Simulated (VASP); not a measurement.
# BeZnSe2 (P4/nmm) in VASP: single point with PBE

Aim: the single point of BeZnSe2 with PBE.

Program: VASP 6.6.1. These are calculated values, not measurements. Logs are shortened: lines on timing, memory, paths and dates and some standing lists are left out, and cuts for length are marked.

## (1) The cell of the first run

The structure is tetragonal, space group P4/nmm (No. 129). The conventional cell has a = 3.888 Å, b = 3.888 Å, c = 11.598 Å, α = 90.00°, β = 90.00°, γ = 90.00°. Be (site symmetry -4m2) has 4 Se at 2.32 Å and 4 Be at 2.75 Å within 3.1 Å. Zn (site symmetry 4mm) has 8 Se at 2.85 to 3.68 Å within 3.7 Å. Se (site symmetry -4m2) has 4 Se at 2.75 Å and 4 Zn at 2.85 Å within 3.6 Å. Within 3.1 Å of Se (site symmetry 4mm) lie 4 Be at 2.32 Å.

The cell was generated, and may not be a known phase.

## (2) Single point, PBE

INCAR reads:

```
PREC = Accurate
ENCUT = 520
EDIFF = 1E-6
ISMEAR = 0
SIGMA = 0.1
LREAL = False
LASPH = True
NELM = 100
ALGO = Normal
ISIF = 2
LWAVE = False
LCHARG = True
GGA = PE
LELF = True
LVHAR = True
NBANDS = 36
```

KPOINTS reads:

```
regular mesh
0
Gamma
  10 10 4
```

POSCAR reads:

```
BeZnSe2
1.0
    3.8878786548      0.0000000000      0.0000000000
    0.0000000000      3.8878786548      0.0000000000
    0.0000000000      0.0000000000     11.5977087325
Be Zn Se
2 2 4
Direct
    0.0000000000      0.0000000000      0.5000000000
    0.5000000000      0.5000000000      0.5000000000
    0.5000000000      0.0000000000      0.1791252862
    0.0000000000      0.5000000000      0.8208747138
    0.0000000000      0.0000000000      0.0000000000
    0.5000000000      0.5000000000      0.0000000000
    0.0000000000      0.5000000000      0.3903045572
    0.5000000000      0.0000000000      0.6096954428
```

Potentials or basis: VASP PAW PBE potentials, release 64 (Be, Zn, Se).

Launch:

```console
cat potpaw_PBE.64/Be/POTCAR potpaw_PBE.64/Zn/POTCAR potpaw_PBE.64/Se/POTCAR > POTCAR
mpirun -np 1 vasp_std > vasp.out
```

OUTCAR:

```text
PREC = Accurate
   ENCUT = 520
   EDIFF = 1E-6
   ISMEAR = 0
   LREAL = False
   LASPH = True
   NELM = 100
   ISIF = 2
   GGA = PE

 ion  position               nearest neighbor table
   1  0.000  0.000  0.500-   7 2.32   8 2.32   7 2.32   8 2.32
   2  0.500  0.500  0.500-   7 2.32   8 2.32   8 2.32   7 2.32
   3  0.500  0.000  0.179-   5 2.85   6 2.85   6 2.85   5 2.85
   4  0.000  0.500  0.821-   5 2.85   6 2.85   5 2.85   6 2.85
   5  0.000  0.000  0.000-   6 2.75   6 2.75   6 2.75   6 2.75   4 2.85   3 2.85   3 2.85   4 2.85

   6  0.500  0.500  0.000-   5 2.75   5 2.75   5 2.75   5 2.75   4 2.85   4 2.85   3 2.85   3 2.85

   7  0.000  0.500  0.390-   1 2.32   2 2.32   1 2.32   2 2.32
   8  0.500  0.000  0.610-   1 2.32   2 2.32   2 2.32   1 2.32

  LATTYP: Found a simple tetragonal cell.
 ALAT       =     3.8878786548
 C/A-ratio  =     2.9830428782

  Lattice vectors:

 A1 = (   3.8878786548,   0.0000000000,   0.0000000000)
 A2 = (   0.0000000000,   3.8878786548,   0.0000000000)
 A3 = (   0.0000000000,   0.0000000000,  11.5977087325)

Analysis of symmetry for initial positions (statically):
=====================================================================
 Subroutine PRICEL returns:
 Original cell was already a primitive cell.

 Routine SETGRP: Setting up the symmetry group for a
 simple tetragonal supercell.

 Subroutine GETGRP returns: Found 16 space group operations
 (whereof  8 operations were pure point group operations)
 out of a pool of 16 trial point group operations.

The static configuration has the point symmetry D_2d.
 The point group associated with its full space group is D_4h.

Analysis of symmetry for dynamics (positions and initial velocities):
=====================================================================
 Subroutine PRICEL returns:
 Original cell was already a primitive cell.

 Routine SETGRP: Setting up the symmetry group for a
 simple tetragonal supercell.

 Subroutine GETGRP returns: Found 16 space group operations
 (whereof  8 operations were pure point group operations)
 out of a pool of 16 trial point group operations.

The dynamic configuration has the point symmetry D_2d.
 The point group associated with its full space group is D_4h.

 Subroutine INISYM returns: Found 16 space group operations
 (whereof  8 operations are pure point group operations),
 and found     1 'primitive' translations
[... 110 lines left out ...]
   NSW    =      0    number of steps for IOM
   IBRION =     -1    ionic relax: 0-MD 1-quasi-New 2-CG
   NFREE  =      0    steps in history (QN), initial steepest desc. (CG)
   ISIF   =      2    stress and relaxation
   ISYM   =      2    0-nonsym 1-usesym 2-fastsym
   POTIM  = 0.5000    time-step for ionic-motion
   TEBEG  =    0.0;   TEEND  =   0.0 temperature during run
   PSTRESS=    0.0 pullay stress
   NELECT =      52.0000    total number of electrons
   NUPDOWN=      -1.0000    fix difference up-down
   EMIN   =  10.00;   EMAX   =-10.00  energy-range for DOS
   EFERMI =   0.00;   METHOD = LEGACY
   ISMEAR =     0;   SIGMA  =   0.10  broadening in eV -4-tet -1-fermi 0-gaus
   EFERMI_NEDOS =   21; number of points for ismear=-14 and -15
   IALGO  =     38    algorithm
   IMIX   =      4    mixing-type and parameters
     AMIX     =   0.40;   BMIX     =  1.00
     AMIX_MAG =   1.60;   BMIX_MAG =  1.00
  volume/ion in A,a.u.               =      21.91       147.88
  Fermi-wavevector in a.u.,A,eV,Ry     =   1.091801  2.063204 16.218539  1.192029
  Thomas-Fermi vector in A             =   2.228053
   LORBIT       =      0    0 simple, 1 ext, 2 COOP (PROOUT), +10 PAW based schemes
   GGA     = PE    functional components
   LHFCALC =     F    Hartree Fock is set to
   AEXX    =    0.0000 exact exchange contribution
   IVDW    =     0    specifies the selected vdW correction
   LEPSILON=     F    determine dielectric tensor
   LRPA    =     F    only Hartree local field effects (RPA)
 non-spin polarized calculation
 Gauss-broadening in eV      SIGMA  =   0.10
  energy-cutoff  :      520.00
  volume of cell :      175.31
 maximum number of plane-waves:      4764
 NGX is ok and might be reduce to    30
   NGX = 15   NGY = 15   NGZ = 43

 number of electron      51.9999964 magnetization

 Free energy of the ion-electron system (eV)
  ---------------------------------------------------
  ext. energy  EPLUGINS =         0.00000000
  ---------------------------------------------------
  free energy    TOTEN  =       -24.13224163 eV

  energy without entropy =      -24.12128392  energy(sigma->0) =      -24.12676278

 E-fermi :   3.0416     XC(G=0):  -9.0598

 val. band max:        3.0409296463   @ k =   0.4000   0.3000   0.2500
 cond. band min:       3.0447689897   @ k =   0.3000   0.0000   0.0000
 fundamental gap:      0.0038393434
 Fermi energy:         3.0415948287

 k-point     1 :       0.0000    0.0000    0.0000
  band No.  band energies     occupation
      1     -12.7314      2.00000
      2     -11.9849      2.00000
      3     -10.7824      2.00000
      4      -7.6154      2.00000
      5      -3.6693      2.00000
      6      -3.6693      2.00000
[... 925 lines left out ...]
     35       7.3923      0.00000
     36       7.7329      0.00000

 [... further k-points ...]

------------------------ aborting loop because EDIFF is reached ----------------------------------------

  FORCE on cell =-STRESS in cart. coord.  units (eV):
  Direction    XX          YY          ZZ          XY          YZ          ZX
  --------------------------------------------------------------------------------------
  -------------------------------------------------------------------------------------
  Total        0.0943242      0.0943242      0.1026818      0.0000000      0.0000000     -0.0000000
  in kB        0.8620575      0.8620575      0.9384396      0.0000000      0.0000000     -0.0000000
  external PRESSURE =       0.8875182 kB  Pullay stress =       0.0000000 kB

 VOLUME and BASIS-vectors are now :
 -----------------------------------------------------------------------------
  energy-cutoff  :      520.00
  volume of cell :      175.31
      direct lattice vectors                 reciprocal lattice vectors
     3.887878655  0.000000000  0.000000000     0.257209674  0.000000000  0.000000000
     0.000000000  3.887878655  0.000000000     0.000000000  0.257209674  0.000000000
     0.000000000  0.000000000 11.597708732     0.000000000  0.000000000  0.086223928

 POSITION                                       TOTAL-FORCE (eV/Angst)
 -----------------------------------------------------------------------------------
      0.00000      0.00000      5.79885         0.000000     -0.000000     -0.000000
      1.94394      1.94394      5.79885         0.000000      0.000000     -0.000000
      1.94394      0.00000      2.07744         0.000000      0.000000      0.011630
      0.00000      1.94394      9.52027         0.000000      0.000000     -0.011630
      0.00000      0.00000      0.00000         0.000000     -0.000000     -0.000000
      1.94394      1.94394      0.00000         0.000000      0.000000     -0.000000
      0.00000      1.94394      4.52664         0.000000      0.000000     -0.022851
      1.94394      0.00000      7.07107         0.000000     -0.000000      0.022851
 -----------------------------------------------------------------------------------
    total drift:                                0.000000      0.000000     -0.000000

  FREE ENERGIE OF THE ION-ELECTRON SYSTEM (eV)
  ---------------------------------------------------
  free  energy   TOTEN  =       -24.1322416342 eV

  energy  without entropy=      -24.1212839191  energy(sigma->0) =      -24.12676278
```

stdout:

```text
POSCAR found type information on POSCAR BeZnSe
 POSCAR found :  3 types and       8 ions
 scaLAPACK will be used
 LDA part: xc-table for (Slater+PW92), standard interpolation
 POSCAR, INCAR and KPOINTS ok, starting setup
 FFT: planning ... GRIDC
 FFT: planning ... GRID_SOFT
 FFT: planning ... GRID
 WAVECAR not read
 entering main loop
```

It took 5.2 min on 1 thread of Intel Xeon Platinum 8488C (Sapphire Rapids), shared host; peak memory 0.49 GiB.

Results:

| Quantity | Value |
| --- | --- |
| Free energy | -24.1322 eV |
| Pressure | 0.1 GPa |
| Largest force | 0.023 eV/Å |
| Band gap on the k mesh | zero (bands 26 and 27 overlap by 1.22 eV) |

Forces in eV/Å, atoms in the order of the input:
```
Be   0.000  0.000  0.000
Be   0.000  0.000  0.000
Zn   0.000  0.000  0.012
Zn   0.000  0.000 -0.012
Se   0.000  0.000  0.000
Se   0.000  0.000  0.000
Se   0.000  0.000 -0.023
Se   0.000  0.000  0.023
```
